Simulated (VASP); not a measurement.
Crystal: SrO.

```
CELL_PARAMETERS angstrom
0.00000 2.45090 2.65705
2.45090 0.00000 2.65705
2.45090 2.45090 0.00000
ATOMIC_POSITIONS crystal
Sr 0.00000 0.00000 0.00000
O 0.50000 0.50000 0.50000
```

This cell differs from its parent crystal: epitaxial xy strain -5.0%.

Base run:

```yaml
Program: VASP 6.6.1
Functional: r2SCAN
Potentials_or_basis: VASP PAW PBE potentials, release 64 (Sr_sv, O)
Cutoff: 520 eV
k_mesh: 8 × 8 × 8
Occupations: gaussian, width 0.01 eV
Spin: no spin polarisation
```

Its results: band gap on the k mesh 3.49 eV, direct; pressure 10.5 GPa.

Q: The run is repeated on the same cell with these changes: functional from r2SCAN to PBE; occupations from gaussian, width 0.01 eV to fermi-dirac, width 0.02 eV. What comes out?

A: Band gap on the k mesh 3.03 eV, direct; pressure 12.2 GPa.

Caveats: the PAW data sets were made with another functional, which shifts forces and pressure a little (some runs).

A k mesh can miss the band edges.
